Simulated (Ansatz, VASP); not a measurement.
**Se: VASP beside Ansatz**

Contents of POSCAR:

```
Se
1.0
    2.8664900032      0.0000000000      0.0000000000
    0.0000000000      2.8664900032      0.0000000000
    0.0000000000      0.0000000000      2.8664900032
Se
1
Direct
    0.0000000000      0.0000000000      0.0000000000
```

The input INCAR.step1:

```
SYSTEM = Se
PREC = Accurate ; ENCUT = 600
ISMEAR = -1 ; SIGMA = 0.1
LREAL = .False. ; LASPH = .True.
NELM = 80 ; GGA = PE
ALGO = Normal ; EDIFF = 1E-4
LWAVE = .True. ; LCHARG = .False.
```

The input INCAR.step2:

```
SYSTEM = Se
PREC = Accurate ; ENCUT = 600
EDIFF = 1E-6 ; ISMEAR = -1
SIGMA = 0.1 ; LREAL = .False.
LASPH = .True. ; NELM = 80
ALGO = Normal ; ISIF = 3
LWAVE = .False. ; LCHARG = .False.
METAGGA = R2SCAN ; LMIXTAU = .True.
IBRION = 2 ; NSW = 80
EDIFFG = -0.01 ; ISTART = 1
```

File KPOINTS:

```
regular mesh
0
Gamma
  11 11 11
  0 0 0
```

Input for Ansatz:

```yaml
crystal:
  lattice:
    - [2.8664900032, 0.0, 0.0]
    - [0.0, 2.8664900032, 0.0]
    - [0.0, 0.0, 2.8664900032]
  atoms:
    - { symbol: Se, position: [0.0, 0.0, 0.0] }
hamiltonian:
  xc: r2scan
  pseudopotentials:
    kind: paw
    azcp:
      Se: "pseudopotentials/Se.paw.azcp"
basis:
  ecutwfc: 500
  fft_grid_basis: typed
kpoints:
  mp_grid: { grid: [11, 11, 11], shift: [0, 0, 0] }
magnetization:
  spin_polarized: false
scf:
  occupations: { method: fermi_dirac, width: 0.1 }
relax:
  max_steps: 60
  f_tol: 0.01
  cell: {}
```

Alike in both runs: task relaxation of cell and atoms; functional r2SCAN; k mesh 11 × 11 × 11; occupations fermi-dirac, width 0.1 eV; no spin polarisation.

|  | VASP | Ansatz |
| --- | --- | --- |
| version | VASP 6.6.1 | Ansatz 0.2.0 |
| potentials or method | VASP PAW PBE potentials, release 64 (Se), cutoff 600 eV | plane waves (500 eV) with PAW, scalar-relativistic |
| valence electrons in the cell | 6 | 16 |

Ansatz gave:

```
relaxed volume (Å³/atom)                                        : 22.29
relaxed length of the cell vector where the two differ most in proportion (Å) : 2.814
```

Q: Which values does VASP return?

A: Relaxed volume (Å³/atom): 22.26; relaxed length of the cell vector where the two differ most in proportion (Å): 2.813.

VASP's potentials were made for PBE, not for r2SCAN. VASP's potentials hold 6 valence electrons a cell and Ansatz's 16, so a difference there can come from the potentials and not from the codes.
